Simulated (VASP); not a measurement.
# Cd (Fm-3m) in VASP: further runs, part 2 of 2

VASP 6.6.1. The steps go on from the part before.

## (6) Single point, PBE

This run uses another cell than the first one, of 24.22 Å³/atom.

INCAR

```
ALGO = Normal
EDIFF = 1E-6
ENCUT = 520
GGA = PE
ISIF = 2
ISMEAR = -1
LASPH = T
LCHARG = F
LREAL = F
LWAVE = F
NBANDS = 12
NELM = 100
PREC = Accurate
SIGMA = 0.06122561905347299
```

KPOINTS

```
k-points
0
Gamma
  21 21 21
```

POSCAR

```
Cd
1.0
    0.0000000000      2.2964687652      2.2964687652
    2.2964687652      0.0000000000      2.2964687652
    2.2964687652      2.2964687652      0.0000000000
Cd
1
Direct
    0.0000000000      0.0000000000      0.0000000000
```

Potentials or basis: VASP PAW PBE potentials, release 64 (Cd).

Run with:

```sh
$ cat potpaw_PBE.64/Cd/POTCAR > POTCAR
$ mpirun -np 1 vasp_std > vasp.out
```

OUTCAR:

```text
EDIFF = 1E-6
   ENCUT = 520
   GGA = PE
   ISIF = 2
   ISMEAR = -1
   LASPH = T
   LREAL = F
   NELM = 100
   PREC = Accurate

 ion  position               nearest neighbor table
   1  0.000  0.000  0.000-

  LATTYP: Found a face centered cubic cell.
 ALAT       =     4.5929375304

  Lattice vectors:

 A1 = (   0.0000000000,   2.2964687652,   2.2964687652)
 A2 = (   2.2964687652,   0.0000000000,   2.2964687652)
 A3 = (   2.2964687652,   2.2964687652,   0.0000000000)

Analysis of symmetry for initial positions (statically):
=====================================================================
 Subroutine PRICEL returns:
 Original cell was already a primitive cell.

 Routine SETGRP: Setting up the symmetry group for a
 face centered cubic supercell.

 Subroutine GETGRP returns: Found 48 space group operations
 (whereof 48 operations were pure point group operations)
 out of a pool of 48 trial point group operations.

The static configuration has the point symmetry O_h .

Analysis of symmetry for dynamics (positions and initial velocities):
=====================================================================
 Subroutine PRICEL returns:
[... 166 lines left out ...]
      4      -6.3994      2.00000
      5      -6.3994      2.00000
      6      -5.9232      2.00000
      7      15.6408      0.00000
      8      16.0444      0.00000
      9      16.0444      0.00000
     10      16.0444      0.00000
     11      19.2870      0.00000
     12      19.2870      0.00000
[... 331 lines left out ...]
 k-point    24 :      -0.3810    0.0476    0.0000
  band No.  band energies     occupation
      1      -7.0659      2.00000
      2      -6.7368      2.00000
      3      -6.7250      2.00000
      4      -6.1782      2.00000
      5      -6.1511      2.00000
      6      -1.8535      2.00000
      7       3.2833      0.00000
      8      12.9301      0.00000
      9      14.1781      0.00000
     10      14.9260      0.00000
     11      17.7127      0.00000
     12      18.2392      0.00000

 [... further k-points ...]

------------------------ aborting loop because EDIFF is reached ----------------------------------------

  FORCE on cell =-STRESS in cart. coord.  units (eV):
  Direction    XX          YY          ZZ          XY          YZ          ZX
  --------------------------------------------------------------------------------------
  -------------------------------------------------------------------------------------
  Total       -0.2878246     -0.2878246     -0.2878246     -0.0000000     -0.0000000     -0.0000000
  in kB      -19.0382422    -19.0382422    -19.0382422     -0.0000000     -0.0000000     -0.0000000
  external PRESSURE =     -19.0382422 kB  Pullay stress =       0.0000000 kB

 VOLUME and BASIS-vectors are now :
 -----------------------------------------------------------------------------
  energy-cutoff  :      520.00
  volume of cell :       24.22
      direct lattice vectors                 reciprocal lattice vectors
     0.000000000  2.296468765  2.296468765    -0.217725583  0.217725583  0.217725583
     2.296468765  0.000000000  2.296468765     0.217725583 -0.217725583  0.217725583
     2.296468765  2.296468765  0.000000000     0.217725583  0.217725583 -0.217725583

 POSITION                                       TOTAL-FORCE (eV/Angst)
 -----------------------------------------------------------------------------------
      0.00000      0.00000      0.00000        -0.000000     -0.000000     -0.000000
 -----------------------------------------------------------------------------------
    total drift:                               -0.000000     -0.000000     -0.000000

  FREE ENERGIE OF THE ION-ELECTRON SYSTEM (eV)
  ---------------------------------------------------
  free  energy   TOTEN  =        -0.7341892089 eV

  energy  without entropy=       -0.7291377155  energy(sigma->0) =       -0.73166346
```

OSZICAR:

```text
N       E                     dE             d eps       ncg     rms          rms(c)
DAV:   1     0.698092496063E+02    0.69809E+02   -0.69201E+03  7336   0.978E+02
DAV:   2     0.538858093299E+00   -0.69270E+02   -0.65690E+02  7400   0.233E+02
DAV:   3    -0.765598539207E+00   -0.13045E+01   -0.13039E+01  8212   0.359E+01
DAV:   4    -0.767215586887E+00   -0.16170E-02   -0.16170E-02  7684   0.125E+00
DAV:   5    -0.767219656893E+00   -0.40700E-05   -0.40702E-05  8272   0.627E-02    0.234E+00
DAV:   6    -0.734395821248E+00    0.32824E-01   -0.93847E-02  8200   0.373E+00    0.199E+00
DAV:   7    -0.733670887668E+00    0.72493E-03   -0.88257E-03  7964   0.939E-01    0.102E+00
DAV:   8    -0.734146284547E+00   -0.47540E-03   -0.14163E-03  7240   0.488E-01    0.586E-02
DAV:   9    -0.734185880938E+00   -0.39596E-04   -0.20857E-05  8188   0.431E-02    0.837E-03
DAV:  10    -0.734189308475E+00   -0.34275E-05   -0.27589E-06  7416   0.176E-02    0.123E-03
DAV:  11    -0.734189208854E+00    0.99621E-07   -0.16545E-08  4004   0.114E-03
   1 F= -.73418921E+00 E0= -.73166346E+00  d E =-.505149E-02
```

Wall time 21 s (1 thread of AMD EPYC 9R45 (Zen 5), shared host); peak memory 0.17 GiB.

What came out:

* Free energy: -0.7342 eV
* Pressure: -1.9 GPa
* Band gap on the k mesh: zero (bands 6 and 7 overlap by 2.78 eV)

Levels at points of the mesh, in eV from the Fermi level:
| k point | band 2 | band 3 | band 4 | band 5 | band 6 | band 7 | band 8 | band 9 | band 10 | band 11 |
| --- | --- | --- | --- | --- | --- | --- | --- | --- | --- | --- |
| (0.00, 0.00, 0.00) | -8.86 | -8.86 | -8.50 | -8.50 | -8.02 | 13.54 | 13.95 | 13.95 | 13.95 | 17.19 |

## (7) Single point, PBE

This run uses another cell than the first one, of 24.22 Å³/atom.

INCAR

```
SYSTEM = Cd
ALGO = Normal
EDIFF = 1E-7
ENCUT = 520
GGA = PE
ISIF = 2
ISMEAR = -1
LASPH = .TRUE.
LCHARG = .FALSE.
LREAL = .FALSE.
LWAVE = .FALSE.
NBANDS = 12
NELM = 60
PREC = Accurate
SIGMA = 0.06122561905347299
```

KPOINTS

```
k-points
0
G
  21 21 21
  0 0 0
```

POSCAR is that of step 6.

Run with:

```sh
$ cat potpaw_PBE.64/Cd/POTCAR > POTCAR
$ mpirun -np 1 vasp_std > vasp.out
```

Wall time 21 s (1 thread of AMD EPYC 9R45 (Zen 5), shared host); peak memory 0.17 GiB.

It converged, with:

| Property | Result |
| --- | --- |
| Free energy | -0.7342 eV |
| Pressure | -1.9 GPa |
| Band gap on the k mesh | zero (bands 6 and 7 overlap by 2.78 eV) |

Levels at points of the mesh, in eV from the Fermi level:
```
           k point  band 3  band 4  band 5  band 6  band 7  band 8  band 9  band 10
(0.00, 0.00, 0.00)   -8.86   -8.50   -8.50   -8.02   13.54   13.95   13.95    13.95
```

## (8) Overview

| cell | gap on the mesh (eV) | pressure (GPa) |
| --- | --- | --- |
| a = 3.206 Å, angles 60.0°, 1 atom | none | -0.6 |
| a = 3.227 Å, angles 60.0°, 1 atom | none | -1.3 |
| a = 3.248 Å, angles 60.0°, 1 atom | none | -1.9 |

Alike in all rows: task single point; level PBE; potentials or basis VASP PAW PBE potentials, release 64 (Cd); no spin polarisation; k mesh 21 × 21 × 21; cutoff (eV) 520; smearing fermi-dirac 0.0612256 eV.

Absolute energies hang on the potentials; compare differences alone.
